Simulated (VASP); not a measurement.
# Ga (I4/mmm) in VASP: further runs

Runs on Ga. Level: PBE. Tasks: single point.

Program: VASP 6.6.1. These are calculated values, not measurements. Logs are shortened: lines on timing, memory, paths and dates and some standing lists are left out, and cuts for length are marked.

**1. The cell of the first run**

It takes space group I4/mmm (No. 139, tetragonal). The conventional cell has a = 2.751 Å, b = 2.751 Å, c = 4.367 Å, α = 90.00°, β = 90.00°, γ = 90.00°. Within 3.6 Å of Ga (site symmetry 4/mmm) lie 12 Ga at 2.75 to 2.92 Å.

**2. Single point, PBE**

File INCAR:

```
  ALGO = Fast
  EDIFF = 1E-6
  ENCUT = 520
  GGA = PE
  ISIF = 2
  ISMEAR = 0
  LASPH = True
  LCHARG = False
  LREAL = False
  LWAVE = False
  NBANDS = 12
  NELM = 100
  PREC = Accurate
  SIGMA = 0.05
```

File KPOINTS:

```
k-points
0
Gamma
  16 16 16
```

File POSCAR:

```
Ga
1.0
    2.7506777933      0.0000000000      0.0000000000
    0.0000000000      2.7506777933      0.0000000000
   -1.3753388966     -1.3753388966      2.1834974363
Ga
1
Direct
    0.0000000000      0.0000000000      0.0000000000
```

Potentials or basis: VASP PAW PBE potentials, release 64 (Ga_d).

Started as:

```bash
$ cat potpaw_PBE.64/Ga_d/POTCAR > POTCAR
$ mpirun -np 1 vasp_std > vasp.out
```

OUTCAR:

```text
EDIFF = 1E-6
   ENCUT = 520
   GGA = PE
   ISIF = 2
   ISMEAR = 0
   LASPH = True
   LREAL = False
   NELM = 100
   PREC = Accurate

 ion  position               nearest neighbor table
   1  0.000  0.000  0.000-

  LATTYP: Found a body centered tetragonal cell.
 ALAT       =     2.7506777933
 C/A-ratio  =     1.5876068376

  Lattice vectors:

 A1 = (   1.3753388966,  -1.3753388967,  -2.1834974363)
 A2 = (  -1.3753388967,   1.3753388966,  -2.1834974363)
 A3 = (   1.3753388967,   1.3753388967,   2.1834974363)

Analysis of symmetry for initial positions (statically):
=====================================================================
 Subroutine PRICEL returns:
 Original cell was already a primitive cell.

 Routine SETGRP: Setting up the symmetry group for a
 body centered tetragonal supercell.

 Subroutine GETGRP returns: Found 16 space group operations
 (whereof 16 operations were pure point group operations)
 out of a pool of 16 trial point group operations.

The static configuration has the point symmetry D_4h.

Analysis of symmetry for dynamics (positions and initial velocities):
=====================================================================
 Subroutine PRICEL returns:
 Original cell was already a primitive cell.

 Routine SETGRP: Setting up the symmetry group for a
 body centered tetragonal supercell.

 Subroutine GETGRP returns: Found 16 space group operations
 (whereof 16 operations were pure point group operations)
 out of a pool of 16 trial point group operations.

The dynamic configuration has the point symmetry D_4h.

 Subroutine INISYM returns: Found 16 space group operations
 (whereof 16 operations are pure point group operations),
 and found     1 'primitive' translations

----------------------------------------------------------------------------------------

                                     Primitive cell

  volume of cell :      16.5208

  direct lattice vectors                    reciprocal lattice vectors
     2.750677793  0.000000000  0.000000000     0.363546760  0.000000000  0.228990422
     0.000000000  2.750677793  0.000000000     0.000000000  0.363546760  0.228990422
    -1.375338897 -1.375338897  2.183497436     0.000000000  0.000000000  0.457980845

  length of vectors
     2.750677793  2.750677793  2.924170859     0.429654350  0.429654350  0.457980845

  position of ions in fractional coordinates (direct lattice)
     0.000000000  0.000000000  0.000000000

  ion indices of the primitive-cell ions
   primitive index   ion index
                 1           1

----------------------------------------------------------------------------------------

 KPOINTS: k-points

Automatic generation of k-mesh.
 Grid dimensions read from file:
 generate k-points for:   16   16   16

 Generating k-lattice:

  Cartesian coordinates                     Fractional coordinates (reciprocal lattice)
     0.022721673  0.000000000  0.014311901     0.062500000  0.000000000  0.000000000
     0.000000000  0.022721673  0.014311901     0.000000000  0.062500000  0.000000000
     0.000000000  0.000000000  0.028623803     0.000000000  0.000000000  0.062500000

  Length of vectors
     0.026853397  0.026853397  0.028623803

  Shift w.r.t. Gamma in fractional coordinates (k-lattice)
     0.000000000  0.000000000  0.000000000

 Subroutine IBZKPT returns following result:
 ===========================================

 Found    349 irreducible k-points:

 Following reciprocal coordinates:
            Coordinates               Weight
  0.000000  0.000000  0.000000      1.000000
  0.062500  0.000000  0.000000      8.000000
  0.125000  0.000000  0.000000      8.000000
  0.187500  0.000000  0.000000      8.000000
  0.250000  0.000000  0.000000      8.000000
  0.312500  0.000000  0.000000      8.000000
[... 16 lines left out ...]
 -0.125000  0.062500 -0.000000     16.000000
 -0.062500  0.062500  0.000000      4.000000
 [... further k-points ...]
   k-points           NKPTS =    349   k-points in BZ     NKDIM =    349   number of bands    NBANDS=     12
   number of dos      NEDOS =    301   number of ions     NIONS =      1
   total plane-waves  NPLWV =   9600
   dimension x,y,z NGX =    20 NGY =   20 NGZ =   24
   dimension x,y,z NGXF=    40 NGYF=   40 NGZF=   48
   ions per type =               1
   NGX,Y,Z   is equivalent  to a cutoff of  12.09, 12.09, 13.64 a.u.
   NGXF,Y,Z  is equivalent  to a cutoff of  24.18, 24.18, 27.29 a.u.
 SYSTEM =  unknown system
   PREC   = accura    normal or accurate (medium, high low for compatibility)
   ISTART =      0    job   : 0-new  1-cont  2-samecut
   ICHARG =      2    charge: 1-file 2-atom 10-const
   ISPIN  =      1    spin polarized calculation?
   LNONCOLLINEAR =      F non collinear calculations
   LSORBIT =      F    spin-orbit coupling
   LASPH  =      T    aspherical Exc in radial PAW
   ENCUT  =  520.0 eV  38.22 Ry    6.18 a.u.   5.11  5.11  5.44*2*pi/ulx,y,z
   NELM   =    100;   NELMIN=  2; NELMDL= -5     # of ELM steps
   EDIFF  = 0.1E-05   stopping-criterion for ELM
   LREAL  =      F    real-space projection
   EDIFFG = 0.1E-04   stopping-criterion for IOM
   NSW    =      0    number of steps for IOM
   IBRION =     -1    ionic relax: 0-MD 1-quasi-New 2-CG
   NFREE  =      0    steps in history (QN), initial steepest desc. (CG)
   ISIF   =      2    stress and relaxation
   ISYM   =      2    0-nonsym 1-usesym 2-fastsym
   POTIM  = 0.5000    time-step for ionic-motion
   TEBEG  =    0.0;   TEEND  =   0.0 temperature during run
   PSTRESS=    0.0 pullay stress
   NELECT =      13.0000    total number of electrons
   NUPDOWN=      -1.0000    fix difference up-down
   EMIN   =  10.00;   EMAX   =-10.00  energy-range for DOS
   EFERMI =   0.00;   METHOD = LEGACY
   ISMEAR =     0;   SIGMA  =   0.05  broadening in eV -4-tet -1-fermi 0-gaus
   EFERMI_NEDOS =   21; number of points for ismear=-14 and -15
   IALGO  =     68    algorithm
   IMIX   =      4    mixing-type and parameters
     AMIX     =   0.40;   BMIX     =  1.00
     AMIX_MAG =   1.60;   BMIX_MAG =  1.00
  volume/ion in A,a.u.               =      16.52       111.49
  Fermi-wavevector in a.u.,A,eV,Ry     =   1.511397  2.856126 31.080075  2.284321
  Thomas-Fermi vector in A             =   2.621460
   LORBIT       =      0    0 simple, 1 ext, 2 COOP (PROOUT), +10 PAW based schemes
   GGA     = PE    functional components
   LHFCALC =     F    Hartree Fock is set to
   AEXX    =    0.0000 exact exchange contribution
   IVDW    =     0    specifies the selected vdW correction
   LEPSILON=     F    determine dielectric tensor
   LRPA    =     F    only Hartree local field effects (RPA)
 non-spin polarized calculation
 RMM-DIIS sequential band-by-band and
 Gauss-broadening in eV      SIGMA  =   0.05
  energy-cutoff  :      520.00
  volume of cell :       16.52
 maximum number of plane-waves:       464
   NGX = 11   NGY = 11   NGZ = 11

 number of electron      12.9999994 magnetization

 Free energy of the ion-electron system (eV)
  ---------------------------------------------------
  ext. energy  EPLUGINS =         0.00000000
  ---------------------------------------------------
  free energy    TOTEN  =        -2.82825726 eV

  energy without entropy =       -2.82793033  energy(sigma->0) =       -2.82809379

 E-fermi :   6.8733     XC(G=0): -11.6967

 val. band max:        6.8488968827   @ k =  -0.3750   0.0625  -0.0000
 cond. band min:       6.8795751392   @ k =   0.1875   0.0000   0.3125
 fundamental gap:      0.0306782566
 Fermi energy:         6.8732795157

 k-point     1 :       0.0000    0.0000    0.0000
  band No.  band energies     occupation
      1      -8.2817      2.00000
      2      -8.1301      2.00000
      3      -8.1301      2.00000
      4      -8.1015      2.00000
      5      -7.9402      2.00000
      6      -5.2486      2.00000
      7      20.6341      0.00000
      8      20.6341      0.00000
      9      20.7351      0.00000
     10      23.6429      0.00000
     11      23.9639      0.00000
     12      24.5809      0.00000

 k-point     2 :       0.0625    0.0000    0.0000
  band No.  band energies     occupation
      1      -8.2750      2.00000
      2      -8.1327      2.00000
      3      -8.1245      2.00000
      4      -8.0994      2.00000
      5      -7.9437      2.00000
      6      -5.1375      2.00000
      7      19.1479      0.00000
      8      20.2853      0.00000
      9      20.4765      0.00000
     10      22.8535      0.00000
     11      24.5313      0.00000
     12      24.9299      0.00000

 k-point     3 :       0.1250    0.0000    0.0000
  band No.  band energies     occupation
      1      -8.2601      2.00000
      2      -8.1446      2.00000
      3      -8.1096      2.00000
      4      -8.0868      2.00000
      5      -7.9524      2.00000
      6      -4.8016      2.00000
      7      16.4269      0.00000
      8      19.4092      0.00000
      9      20.1366      0.00000
     10      22.5406      0.00000
     11      24.0459      0.00000
     12      25.8292      0.00000
[... 286 lines left out ...]
 k-point    23 :      -0.1250    0.0625   -0.0000
  band No.  band energies     occupation
      1      -8.2439      2.00000
      2      -8.1514      2.00000
      3      -8.1129      2.00000
      4      -8.0851      2.00000
      5      -7.9603      2.00000
      6      -4.8179      2.00000
      7      17.2539      0.00000
      8      18.6634      0.00000
      9      19.9555      0.00000
     10      21.8086      0.00000
     11      25.5117      0.00000
     12      25.9948      0.00000

 k-point    24 :      -0.0625    0.0625    0.0000
  band No.  band energies     occupation
      1      -8.2643      2.00000
      2      -8.1403      2.00000
      3      -8.1225      2.00000
      4      -8.0956      2.00000
      5      -7.9490      2.00000
      6      -5.0899      2.00000
      7      19.3665      0.00000
      8      19.7055      0.00000
      9      20.1008      0.00000
     10      21.9364      0.00000
     11      25.4842      0.00000
     12      25.4987      0.00000

 [... further k-points ...]
[... 5 lines left out ...]
  --------------------------------------------------------------------------------------
  -------------------------------------------------------------------------------------
  Total        1.0308259      1.0308259      0.8785393      0.0000000      0.0000000      0.0000000
  in kB       99.9686369     99.9686369     85.2000081      0.0000000      0.0000000      0.0000000
  external PRESSURE =      95.0457606 kB  Pullay stress =       0.0000000 kB

 VOLUME and BASIS-vectors are now :
 -----------------------------------------------------------------------------
  energy-cutoff  :      520.00
  volume of cell :       16.52
      direct lattice vectors                 reciprocal lattice vectors
     2.750677793  0.000000000  0.000000000     0.363546760  0.000000000  0.228990422
     0.000000000  2.750677793  0.000000000     0.000000000  0.363546760  0.228990422
    -1.375338897 -1.375338897  2.183497436     0.000000000  0.000000000  0.457980845

 POSITION                                       TOTAL-FORCE (eV/Angst)
 -----------------------------------------------------------------------------------
      0.00000      0.00000      0.00000        -0.000000      0.000000      0.000000
 -----------------------------------------------------------------------------------
    total drift:                                0.000000      0.000000     -0.000000

  FREE ENERGIE OF THE ION-ELECTRON SYSTEM (eV)
  ---------------------------------------------------
  free  energy   TOTEN  =        -2.8282572560 eV

  energy  without entropy=       -2.8279303254  energy(sigma->0) =       -2.82809379
```

Run time: 25 s. Hardware: 1 thread of Intel Xeon 6975P-C (Granite Rapids), shared host; peak memory 0.18 GiB.

What came out:

```yaml
Free_energy: -2.8283 eV
Pressure: 9.5 GPa
Band_gap_on_the_k_mesh: zero (an odd number of electrons rules out a gap without spin polarisation)
```

Levels at points of the mesh, in eV from the Fermi level:
```
           k point  band 4  band 5  band 6  band 7  band 8  band 9
(0.00, 0.00, 0.00)  -14.97  -14.81  -12.12   13.76   13.76   13.86
(0.50, 0.00, 0.00)  -14.77  -14.72   -5.01   -4.62    9.21   12.59
(0.50, 0.50, 0.00)  -14.77  -14.64   -2.46   -1.16    4.32    5.24
(0.00, 0.00, 0.50)  -14.73  -14.73   -3.97   -3.80    6.84    6.84
```

Caveat: the cell stands under pressure.

**3. Single point, PBE**

This run uses another cell than the first one, of 17.58 Å³/atom.

File INCAR:

```
PREC = Accurate
ENCUT = 520
EDIFF = 1E-6
ISMEAR = 0
SIGMA = 0.05
LREAL = F
LASPH = T
NELM = 100
ALGO = Normal
ISIF = 2
LWAVE = F
LCHARG = F
GGA = PE
NBANDS = 12
```

File KPOINTS:

```
regular mesh
0
Gamma
  16 16 16
```

File POSCAR:

```
Ga
1.0
    2.8080000000      0.0000000000      0.0000000000
    0.0000000000      2.8080000000      0.0000000000
   -1.4040000000     -1.4040000000      2.2290000000
Ga
1
Direct
    0.0000000000      0.0000000000      0.0000000000
```

Potentials or basis: VASP PAW PBE potentials, release 64 (Ga_d).

Started as:

```bash
$ cat potpaw_PBE.64/Ga_d/POTCAR > POTCAR
$ mpirun -np 1 vasp_std > vasp.out
```

OUTCAR:

```text
PREC = Accurate
   ENCUT = 520
   EDIFF = 1E-6
   ISMEAR = 0
   LREAL = F
   LASPH = T
   NELM = 100
   ISIF = 2
   GGA = PE

 ion  position               nearest neighbor table
   1  0.000  0.000  0.000-

  LATTYP: Found a body centered tetragonal cell.
 ALAT       =     2.8080000000
 C/A-ratio  =     1.5876068376

  Lattice vectors:

 A1 = (   1.4040000000,  -1.4040000000,  -2.2290000000)
 A2 = (  -1.4040000000,   1.4040000000,  -2.2290000000)
 A3 = (   1.4040000000,   1.4040000000,   2.2290000000)

Analysis of symmetry for initial positions (statically):
=====================================================================
 Subroutine PRICEL returns:
 Original cell was already a primitive cell.

 Routine SETGRP: Setting up the symmetry group for a
 body centered tetragonal supercell.

 Subroutine GETGRP returns: Found 16 space group operations
 (whereof 16 operations were pure point group operations)
 out of a pool of 16 trial point group operations.

The static configuration has the point symmetry D_4h.

Analysis of symmetry for dynamics (positions and initial velocities):
=====================================================================
[... 162 lines left out ...]
 Fermi energy:         6.2247548960

 k-point     1 :       0.0000    0.0000    0.0000
  band No.  band energies     occupation
      1      -8.8243      2.00000
      2      -8.6927      2.00000
      3      -8.6927      2.00000
      4      -8.6695      2.00000
      5      -8.5295      2.00000
      6      -5.3652      2.00000
      7      19.2675      0.00000
      8      19.2675      0.00000
      9      19.3132      0.00000
     10      22.6581      0.00000
     11      22.7097      0.00000
     12      23.3488      0.00000
[... 331 lines left out ...]
 k-point    24 :      -0.0625    0.0625    0.0000
  band No.  band energies     occupation
      1      -8.8091      2.00000
      2      -8.7013      2.00000
      3      -8.6861      2.00000
      4      -8.6644      2.00000
      5      -8.5369      2.00000
      6      -5.2133      2.00000
      7      18.1117      0.00000
      8      18.4096      0.00000
      9      18.7476      0.00000
     10      20.9220      0.00000
     11      24.1216      0.00000
     12      24.1236      0.00000

 [... further k-points ...]
[... 5 lines left out ...]
  --------------------------------------------------------------------------------------
  -------------------------------------------------------------------------------------
  Total        0.5329841      0.5329841      0.4363973      0.0000000      0.0000000      0.0000000
  in kB       48.5870546     48.5870546     39.7821643      0.0000000      0.0000000      0.0000000
  external PRESSURE =      45.6520912 kB  Pullay stress =       0.0000000 kB

 VOLUME and BASIS-vectors are now :
 -----------------------------------------------------------------------------
  energy-cutoff  :      520.00
  volume of cell :       17.58
      direct lattice vectors                 reciprocal lattice vectors
     2.808000000  0.000000000  0.000000000     0.356125356  0.000000000  0.224315837
     0.000000000  2.808000000  0.000000000     0.000000000  0.356125356  0.224315837
    -1.404000000 -1.404000000  2.229000000     0.000000000  0.000000000  0.448631673

 POSITION                                       TOTAL-FORCE (eV/Angst)
 -----------------------------------------------------------------------------------
      0.00000      0.00000      0.00000         0.000000      0.000000      0.000000
 -----------------------------------------------------------------------------------
    total drift:                                0.000000     -0.000000      0.000000

  FREE ENERGIE OF THE ION-ELECTRON SYSTEM (eV)
  ---------------------------------------------------
  free  energy   TOTEN  =        -2.8739413423 eV

  energy  without entropy=       -2.8737053269  energy(sigma->0) =       -2.87382333
```

Run time: 19 s. Hardware: 1 thread of Intel Xeon 6975P-C (Granite Rapids), shared host; peak memory 0.19 GiB.

Results:

```yaml
Free_energy: -2.8739 eV
Pressure: 4.6 GPa
Band_gap_on_the_k_mesh: zero (an odd number of electrons rules out a gap without spin polarisation)
```

Levels at points of the mesh, in eV from the Fermi level:
```
           k point  band 4  band 5  band 6  band 7  band 8  band 9
(0.00, 0.00, 0.00)  -14.89  -14.75  -11.59   13.04   13.04   13.09
(0.50, 0.00, 0.00)  -14.72  -14.68   -4.95   -4.28    8.78   11.95
(0.50, 0.50, 0.00)  -14.72  -14.60   -2.25   -1.31    4.17    5.08
(0.00, 0.00, 0.50)  -14.68  -14.68   -3.82   -3.67    6.58    6.58
```

Caveat: the cell stands under pressure.

The gap in the log of VASP goes by the Fermi energy; the results here count the filled bands.